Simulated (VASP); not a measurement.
Set up this calculation in VASP 6.6.1, as the native input.

```
Task                   : single point
Functional             : PBEsol
Potentials or basis    : VASP PAW PBE potentials, release 64 (Mo_sv, Bi_d)
Cutoff                 : 520 eV
k mesh                 : 14 × 14 × 14
Occupations            : fermi-dirac, width 0.1 eV
Spin                   : no spin polarisation
Dipole correction      : no
Further INCAR settings : ALGO = Normal; EDIFF = 1e-07; NBANDS = 22
```

The structure of BiMo (rocksalt type) lies in POSCAR:

```
BiMo
1.0
    0.0000000000      2.2258745076      2.2258745076
    2.2258745076      0.0000000000      2.2258745076
    2.2258745076      2.2258745076      0.0000000000
Mo Bi
1 1
Direct
    0.0000000000      0.0000000000      0.0000000000
    0.5000000000      0.5000000000      0.5000000000
```

These files were run (other wordings do the same):

INCAR

```
SYSTEM = BiMo
PREC = Accurate ; ENCUT = 520
EDIFF = 1E-7 ; ISMEAR = -1
SIGMA = 0.1 ; LREAL = .False.
LASPH = .True. ; NELM = 60
ALGO = Normal ; ISIF = 2
LWAVE = .False. ; LCHARG = .True.
GGA = PS ; LELF = .True.
LVHAR = .True. ; NBANDS = 22
```

KPOINTS

```
Automatic mesh
0
Gamma
  14 14 14
  0 0 0
```

Potentials or basis: VASP PAW PBE potentials, release 64 (Mo_sv, Bi_d).

Run with:

```sh
$ cat potpaw_PBE.64/Mo_sv/POTCAR potpaw_PBE.64/Bi_d/POTCAR > POTCAR
$ mpirun -np 1 vasp_std > vasp.out
```

It gave:

```yaml
Pressure: 404.3 GPa
Band_gap_on_the_k_mesh: zero (an odd number of electrons rules out a gap without spin polarisation)
```

Caveat: the cell stands under pressure; the PAW data sets were made with another functional, which shifts forces and pressure a little; spin-orbit coupling is left out, which moves the levels of the heavy elements.

It took 61 s on 1 thread of Intel Xeon 8259CL, on a shared host, peak memory 0.17 GiB.
